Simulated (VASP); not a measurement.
# Y (P6_3/mmc) in VASP: further runs

Runs on Y. Level: LDA. Tasks: single point.

Everything below comes from runs of VASP 6.6.1. Logs are shortened: lines on timing, memory, paths and dates and some standing lists are left out, and cuts for length are marked.

## (1) The cell of the first run

Symmetry: P6_3/mmc, No. 194, hexagonal system. The conventional cell has a = 3.245 Å, b = 3.245 Å, c = 5.185 Å, α = 90.00°, β = 90.00°, γ = 120.00°. Within 4.2 Å of Y (site symmetry -6m2) lie 12 Y at 3.20 to 3.25 Å.

## (2) Single point, LDA

INCAR

```
PREC = Accurate
ENCUT = 520
EDIFF = 1E-6
ISMEAR = -1
SIGMA = 0.1
LREAL = F
LASPH = T
NELM = 60
ALGO = Normal
ISIF = 2
LWAVE = F
LCHARG = F
GGA = CA
NBANDS = 18
```

KPOINTS

```
Automatic mesh
0
Gamma
  16 16 8
```

POSCAR

```
Y
1.0
    3.2453001246      0.0000000000      0.0000000000
   -1.6226500623      2.8105123508      0.0000000000
    0.0000000000      0.0000000000      5.1850354031
Y
2
Direct
    0.3333333333      0.6666666667      0.2500000000
    0.6666666667      0.3333333333      0.7500000000
```

Potentials or basis: VASP PAW LDA potentials, release 64 (Y_sv).

Run with:

```console
$ cat potpaw_LDA.64/Y_sv/POTCAR > POTCAR
$ mpirun -np 1 vasp_std > vasp.out
```

OUTCAR:

```text
PREC = Accurate
   ENCUT = 520
   EDIFF = 1E-6
   ISMEAR = -1
   LREAL = F
   LASPH = T
   NELM = 60
   ISIF = 2
   GGA = CA

 ion  position               nearest neighbor table
   1  0.333  0.667  0.250-   2 3.20   2 3.20   2 3.20   2 3.20   2 3.20   2 3.20
   2  0.667  0.333  0.750-   1 3.20   1 3.20   1 3.20   1 3.20   1 3.20   1 3.20

  LATTYP: Found a hexagonal cell.
 ALAT       =     3.2453001246
 C/A-ratio  =     1.5977059760

  Lattice vectors:

 A1 = (   3.2453001246,   0.0000000000,   0.0000000000)
 A2 = (  -1.6226500623,   2.8105123508,   0.0000000000)
 A3 = (   0.0000000000,   0.0000000000,   5.1850354031)

Analysis of symmetry for initial positions (statically):
=====================================================================
 Subroutine PRICEL returns:
 Original cell was already a primitive cell.

 Routine SETGRP: Setting up the symmetry group for a
 hexagonal supercell.

 Subroutine GETGRP returns: Found 24 space group operations
 (whereof 12 operations were pure point group operations)
 out of a pool of 24 trial point group operations.

The static configuration has the point symmetry D_3d.
 The point group associated with its full space group is D_6h.

Analysis of symmetry for dynamics (positions and initial velocities):
=====================================================================
 Subroutine PRICEL returns:
 Original cell was already a primitive cell.

 Routine SETGRP: Setting up the symmetry group for a
 hexagonal supercell.

 Subroutine GETGRP returns: Found 24 space group operations
 (whereof 12 operations were pure point group operations)
 out of a pool of 24 trial point group operations.

The dynamic configuration has the point symmetry D_3d.
 The point group associated with its full space group is D_6h.

 Subroutine INISYM returns: Found 24 space group operations
 (whereof 12 operations are pure point group operations),
 and found     1 'primitive' translations

----------------------------------------------------------------------------------------

                                     Primitive cell

  volume of cell :      47.2925

  direct lattice vectors                    reciprocal lattice vectors
     3.245300125  0.000000000  0.000000000     0.308137911  0.177903506  0.000000000
    -1.622650062  2.810512351  0.000000000     0.000000000  0.355807011  0.000000000
     0.000000000  0.000000000  5.185035403     0.000000000  0.000000000  0.192862714

  length of vectors
     3.245300125  3.245300125  5.185035403     0.355807011  0.355807011  0.192862714

  position of ions in fractional coordinates (direct lattice)
     0.333333333  0.666666667  0.250000000
     0.666666667  0.333333333  0.750000000

  ion indices of the primitive-cell ions
   primitive index   ion index
                 1           1
                 2           2

----------------------------------------------------------------------------------------

 KPOINTS: Automatic mesh

Automatic generation of k-mesh.
 Grid dimensions read from file:
 generate k-points for:   16   16    8

 Generating k-lattice:

  Cartesian coordinates                     Fractional coordinates (reciprocal lattice)
     0.019258619  0.011118969  0.000000000     0.062500000  0.000000000  0.000000000
     0.000000000  0.022237938  0.000000000     0.000000000  0.062500000  0.000000000
     0.000000000  0.000000000  0.024107839     0.000000000  0.000000000  0.125000000

  Length of vectors
     0.022237938  0.022237938  0.024107839

  Shift w.r.t. Gamma in fractional coordinates (k-lattice)
     0.000000000  0.000000000  0.000000000

 Subroutine IBZKPT returns following result:
 ===========================================

 Found    150 irreducible k-points:

 Following reciprocal coordinates:
            Coordinates               Weight
  0.000000  0.000000  0.000000      1.000000
  0.062500 -0.000000  0.000000      6.000000
  0.125000 -0.000000  0.000000      6.000000
  0.187500  0.000000  0.000000      6.000000
  0.250000 -0.000000  0.000000      6.000000
  0.312500 -0.000000  0.000000      6.000000
[... 16 lines left out ...]
  0.187500  0.187500  0.000000      6.000000
  0.250000  0.187500  0.000000     12.000000
 [... further k-points ...]
   k-points           NKPTS =    150   k-points in BZ     NKDIM =    150   number of bands    NBANDS=     18
   number of dos      NEDOS =    301   number of ions     NIONS =      2
   total plane-waves  NPLWV =  23040
   dimension x,y,z NGX =    24 NGY =   24 NGZ =   40
   dimension x,y,z NGXF=    48 NGYF=   48 NGZF=   80
   ions per type =               2
   NGX,Y,Z   is equivalent  to a cutoff of  12.29, 12.29, 12.83 a.u.
   NGXF,Y,Z  is equivalent  to a cutoff of  24.59, 24.59, 25.65 a.u.
 SYSTEM =  unknown system
   PREC   = accura    normal or accurate (medium, high low for compatibility)
   ISTART =      0    job   : 0-new  1-cont  2-samecut
   ICHARG =      2    charge: 1-file 2-atom 10-const
   ISPIN  =      1    spin polarized calculation?
   LNONCOLLINEAR =      F non collinear calculations
   LSORBIT =      F    spin-orbit coupling
   LASPH  =      T    aspherical Exc in radial PAW
   ENCUT  =  520.0 eV  38.22 Ry    6.18 a.u.   6.03  6.03  9.64*2*pi/ulx,y,z
   NELM   =     60;   NELMIN=  2; NELMDL= -5     # of ELM steps
   EDIFF  = 0.1E-05   stopping-criterion for ELM
   LREAL  =      F    real-space projection
   EDIFFG = 0.1E-04   stopping-criterion for IOM
   NSW    =      0    number of steps for IOM
   IBRION =     -1    ionic relax: 0-MD 1-quasi-New 2-CG
   NFREE  =      0    steps in history (QN), initial steepest desc. (CG)
   ISIF   =      2    stress and relaxation
   ISYM   =      2    0-nonsym 1-usesym 2-fastsym
   POTIM  = 0.5000    time-step for ionic-motion
   TEBEG  =    0.0;   TEEND  =   0.0 temperature during run
   PSTRESS=    0.0 pullay stress
   NELECT =      22.0000    total number of electrons
   NUPDOWN=      -1.0000    fix difference up-down
   EMIN   =  10.00;   EMAX   =-10.00  energy-range for DOS
   EFERMI =   0.00;   METHOD = LEGACY
   ISMEAR =    -1;   SIGMA  =   0.10  broadening in eV -4-tet -1-fermi 0-gaus
   EFERMI_NEDOS =   21; number of points for ismear=-14 and -15
   IALGO  =     38    algorithm
   IMIX   =      4    mixing-type and parameters
     AMIX     =   0.40;   BMIX     =  1.00
     AMIX_MAG =   1.60;   BMIX_MAG =  1.00
  volume/ion in A,a.u.               =      23.65       159.57
  Fermi-wavevector in a.u.,A,eV,Ry     =   1.268484  2.397087 21.892480  1.609052
  Thomas-Fermi vector in A             =   2.401576
   LORBIT       =      0    0 simple, 1 ext, 2 COOP (PROOUT), +10 PAW based schemes
   GGA     = CA    functional components
   LHFCALC =     F    Hartree Fock is set to
   AEXX    =    0.0000 exact exchange contribution
   IVDW    =     0    specifies the selected vdW correction
   LEPSILON=     F    determine dielectric tensor
   LRPA    =     F    only Hartree local field effects (RPA)
 non-spin polarized calculation
  energy-cutoff  :      520.00
  volume of cell :       47.29
 maximum number of plane-waves:      1296
   NGX = 13   NGY = 13   NGZ = 19

 number of electron      21.9999998 magnetization

 Free energy of the ion-electron system (eV)
  ---------------------------------------------------
  ext. energy  EPLUGINS =         0.00000000
  ---------------------------------------------------
  free energy    TOTEN  =       -13.46072457 eV

  energy without entropy =      -13.37110818  energy(sigma->0) =      -13.41591638

 E-fermi :   4.6399     XC(G=0): -11.0049

 val. band max:        4.6381112740   @ k =   0.3125  -0.0000   0.5000
 cond. band min:       4.6421996335   @ k =   0.1875   0.1250   0.1250
 fundamental gap:      0.0040883595
 Fermi energy:         4.6398861151

 k-point     1 :       0.0000    0.0000    0.0000
  band No.  band energies     occupation
      1     -37.2274      2.00000
      2     -36.9569      2.00000
      3     -18.1753      2.00000
      4     -16.8230      2.00000
      5     -16.8230      2.00000
      6     -16.6086      2.00000
[... 10 lines left out ...]
     17       8.2087      0.00000
     18       8.2087      0.00000

 k-point     2 :       0.0625   -0.0000    0.0000
  band No.  band energies     occupation
      1     -37.2195      2.00000
      2     -36.9534      2.00000
      3     -18.1562      2.00000
      4     -16.8688      2.00000
      5     -16.8377      2.00000
      6     -16.6565      2.00000
[... 10 lines left out ...]
     17       8.0262      0.00000
     18       8.0802      0.00000

 k-point     3 :       0.1250   -0.0000    0.0000
  band No.  band energies     occupation
      1     -37.1966      2.00000
      2     -36.9438      2.00000
      3     -18.1004      2.00000
      4     -16.9987      2.00000
      5     -16.8783      2.00000
      6     -16.7892      2.00000
[... 10 lines left out ...]
     17       7.7670      0.00000
     18       7.8841      0.00000

 k-point     4 :       0.1875    0.0000    0.0000
  band No.  band energies     occupation
      1     -37.1614      2.00000
      2     -36.9301      2.00000
      3     -18.0117      2.00000
      4     -17.1915      2.00000
      5     -16.9785      2.00000
      6     -16.9363      2.00000
[... 10 lines left out ...]
     17       7.9485      0.00000
     18       8.4144      0.00000

 k-point     5 :       0.2500   -0.0000    0.0000
  band No.  band energies     occupation
      1     -37.1179      2.00000
      2     -36.9154      2.00000
      3     -17.8971      2.00000
      4     -17.4159      2.00000
      5     -17.1898      2.00000
      6     -17.0016      2.00000
[... 10 lines left out ...]
     17       8.5568      0.00000
     18       9.1197      0.00000

 k-point     6 :       0.3125   -0.0000    0.0000
  band No.  band energies     occupation
      1     -37.0717      2.00000
      2     -36.9030      2.00000
      3     -17.7663      2.00000
      4     -17.6361      2.00000
      5     -17.3903      2.00000
      6     -17.0644      2.00000
[... 10 lines left out ...]
     17       9.3383      0.00000
     18       9.9533      0.00000

 k-point     7 :       0.3750    0.0000    0.0000
  band No.  band energies     occupation
      1     -37.0287      2.00000
      2     -36.8960      2.00000
      3     -17.8190      2.00000
      4     -17.6335      2.00000
      5     -17.5536      2.00000
      6     -17.1159      2.00000
[... 10 lines left out ...]
     17      10.3165      0.00000
     18      10.8359      0.00000

 k-point     8 :       0.4375   -0.0000    0.0000
  band No.  band energies     occupation
      1     -36.9963      2.00000
      2     -36.8948      2.00000
      3     -17.9392      2.00000
      4     -17.6597      2.00000
      5     -17.5227      2.00000
      6     -17.1497      2.00000
[... 10 lines left out ...]
     17      11.4866      0.00000
     18      11.6551      0.00000
[... 229 lines left out ...]
     17       9.7410      0.00000
     18      10.6954      0.00000

 k-point    20 :       0.3125    0.1250    0.0000
  band No.  band energies     occupation
      1     -37.0158      2.00000
      2     -36.8947      2.00000
      3     -17.7838      2.00000
      4     -17.5923      2.00000
      5     -17.5615      2.00000
      6     -17.1803      2.00000
[... 10 lines left out ...]
     17      10.5864      0.00000
     18      11.7024      0.00000

 k-point    21 :       0.3750    0.1250    0.0000
  band No.  band energies     occupation
      1     -36.9843      2.00000
      2     -36.8951      2.00000
      3     -17.8934      2.00000
      4     -17.6285      2.00000
      5     -17.4807      2.00000
      6     -17.2392      2.00000
[... 10 lines left out ...]
     17      11.2138      0.00000
     18      11.7705      0.00000

 k-point    22 :       0.4375    0.1250    0.0000
  band No.  band energies     occupation
      1     -36.9716      2.00000
      2     -36.8969      2.00000
      3     -17.9315      2.00000
      4     -17.6518      2.00000
      5     -17.4316      2.00000
      6     -17.2598      2.00000
[... 10 lines left out ...]
     17      11.4545      0.00000
     18      11.7802      0.00000

 k-point    23 :       0.1875    0.1875    0.0000
  band No.  band energies     occupation
      1     -37.0607      2.00000
      2     -36.9005      2.00000
      3     -17.7345      2.00000
      4     -17.5255      2.00000
      5     -17.5008      2.00000
      6     -17.0715      2.00000
[... 10 lines left out ...]
     17       9.6960      0.00000
     18      10.6941      0.00000

 k-point    24 :       0.2500    0.1875    0.0000
  band No.  band energies     occupation
      1     -37.0203      2.00000
      2     -36.8948      2.00000
      3     -17.6839      2.00000
      4     -17.6079      2.00000
      5     -17.5684      2.00000
      6     -17.1761      2.00000
[... 10 lines left out ...]
     17      10.4776      0.00000
     18      11.5838      0.00000

 [... further k-points ...]
[... 5 lines left out ...]
  --------------------------------------------------------------------------------------
  -------------------------------------------------------------------------------------
  Total        4.3367594      4.3367594      4.3570975      0.0000000      0.0000000      0.0000000
  in kB      146.9209808    146.9209808    147.6099956      0.0000000      0.0000000      0.0000000
  external PRESSURE =     147.1506524 kB  Pullay stress =       0.0000000 kB

 VOLUME and BASIS-vectors are now :
 -----------------------------------------------------------------------------
  energy-cutoff  :      520.00
  volume of cell :       47.29
      direct lattice vectors                 reciprocal lattice vectors
     3.245300125  0.000000000  0.000000000     0.308137911  0.177903506  0.000000000
    -1.622650062  2.810512351  0.000000000     0.000000000  0.355807011  0.000000000
     0.000000000  0.000000000  5.185035403     0.000000000  0.000000000  0.192862714

 POSITION                                       TOTAL-FORCE (eV/Angst)
 -----------------------------------------------------------------------------------
     -0.00000      1.87367      1.29626         0.000000     -0.000000      0.000000
      1.62265      0.93684      3.88878        -0.000000      0.000000      0.000000
 -----------------------------------------------------------------------------------
    total drift:                               -0.000000      0.000000     -0.000000

  FREE ENERGIE OF THE ION-ELECTRON SYSTEM (eV)
  ---------------------------------------------------
  free  energy   TOTEN  =       -13.4607245689 eV

  energy  without entropy=      -13.3711081830  energy(sigma->0) =      -13.41591638
```

Run time: 2.4 min. Hardware: 1 thread of Intel Xeon 8259CL, shared host; peak memory 0.24 GiB.

Results:

- Free energy: -13.4607 eV
- Pressure: 14.7 GPa
- Band gap on the k mesh: zero (bands 11 and 12 overlap by 2.36 eV)

Levels at points of the mesh, in eV from the Fermi level:
```
           k point  band 9  band 10  band 11  band 12  band 13  band 14
(0.00, 0.00, 0.00)   -5.02    -2.45     1.95     1.95     2.17     2.27
(0.50, 0.00, 0.00)   -2.01    -1.78    -1.49     0.90     1.63     1.91
(0.00, 0.00, 0.50)   -3.19    -3.19     1.02     1.02     1.88     1.88
(0.50, 0.00, 0.50)   -2.29    -2.29    -0.26    -0.26     2.75     2.75
```

Caveat: the cell stands under pressure.

## (3) Single point, LDA

This run uses another cell than the first one, of 25.20 Å³/atom.

INCAR

```
SYSTEM = Y
PREC = Accurate
ENCUT = 520
EDIFF = 1E-6
ISMEAR = -1
SIGMA = 0.1
LREAL = .False.
LASPH = .True.
NELM = 60
ALGO = Normal
ISIF = 2
LWAVE = .False.
LCHARG = .False.
GGA = CA
NBANDS = 18
```

KPOINTS

```
Automatic mesh
0
Gamma
  16 16 8
  0 0 0
```

POSCAR

```
Y
1.0
    3.3232378568      0.0000000000      0.0000000000
   -1.6616189284      2.8780084068      0.0000000000
    0.0000000000      0.0000000000      5.2693728646
Y
2
Direct
    0.3333333333      0.6666666667      0.2500000000
    0.6666666667      0.3333333333      0.7500000000
```

Potentials or basis: VASP PAW LDA potentials, release 64 (Y_sv).

Run with:

```console
$ cat potpaw_LDA.64/Y_sv/POTCAR > POTCAR
$ mpirun -np 1 vasp_std > vasp.out
```

Run time: 3.8 min. Hardware: 1 thread of Intel Xeon 8259CL, shared host; peak memory 0.26 GiB.

It converged, with:

```yaml
Free_energy: -13.6963 eV
Pressure: 9.8 GPa
Band_gap_on_the_k_mesh: zero (bands 11 and 12 overlap by 2.29 eV)
```

Levels at points of the mesh, in eV from the Fermi level:
```tsv
k point	band 7	band 8	band 9	band 10	band 11	band 12	band 13	band 14	band 15	band 16
(0.00, 0.00, 0.00)	-21.46	-21.40	-4.99	-2.34	1.90	1.90	1.96	2.19	2.71	2.71
(0.50, 0.00, 0.00)	-21.75	-21.59	-1.83	-1.77	-1.33	0.63	1.57	1.82	2.58	6.51
(0.00, 0.00, 0.50)	-21.55	-21.55	-3.23	-3.23	1.01	1.01	1.82	1.82	1.82	1.82
(0.50, 0.00, 0.50)	-21.74	-21.74	-2.15	-2.15	-0.16	-0.16	2.40	2.40	3.37	3.37
```

Caveat: the cell stands under pressure.

[end of part 1 of 2]
